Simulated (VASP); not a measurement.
Set up this calculation in VASP 6.6.1, as the native input.

- Task: single point
- Functional: PBE
- Potentials or basis: VASP PAW PBE potentials, release 64 (Ga_d, O)
- Cutoff: 520 eV
- k mesh: 4 × 4 × 4
- Occupations: gaussian, width 0.1 eV
- Spin: no spin polarisation
- Dipole correction: no
- Further INCAR settings: ALGO = Normal; EDIFF = 1e-07; NBANDS = 37

The structure of Ga4O lies in POSCAR:

```
Ga4O
1.0
    4.3979385500      0.0000000000      0.0000000000
    0.0000000000      4.3979385500      0.0000000000
    0.0000000000      0.0000000000      4.3979385500
Ga O
4 1
Direct
    0.0000000000      0.0000000000      0.0000000000
    0.5000000000      0.5000000000      0.0000000000
    0.5000000000      0.0000000000      0.5000000000
    0.0000000000      0.5000000000      0.5000000000
    0.5000000000      0.5000000000      0.5000000000
```

The cell was built from a structure type or drawn by symmetry, and may not be a known phase.

One way to write it, as run:

INCAR

```
  ALGO = Normal
  EDIFF = 1E-7
  ENCUT = 520
  GGA = PE
  ISIF = 2
  ISMEAR = 0
  LASPH = T
  LCHARG = T
  LELF = T
  LREAL = F
  LVHAR = T
  LWAVE = F
  NBANDS = 37
  NELM = 80
  PREC = Accurate
  SIGMA = 0.1
```

KPOINTS

```
k-points
0
Gamma
  4 4 4
```

Potentials or basis: VASP PAW PBE potentials, release 64 (Ga_d, O).

Launch:

```sh
$ cat potpaw_PBE.64/Ga_d/POTCAR potpaw_PBE.64/O/POTCAR > POTCAR
$ mpirun -np 1 vasp_std > vasp.out
```

It gave:

The pressure is 3.4 GPa and the band gap on the k mesh is zero (bands 29 and 30 overlap by 2.34 eV).

Caveat: the cell stands under pressure.

Wall time 25 s on 1 thread of AMD EPYC 9R45 96-Core Processor (Zen 5), with other jobs on the host, peak memory 0.17 GiB.
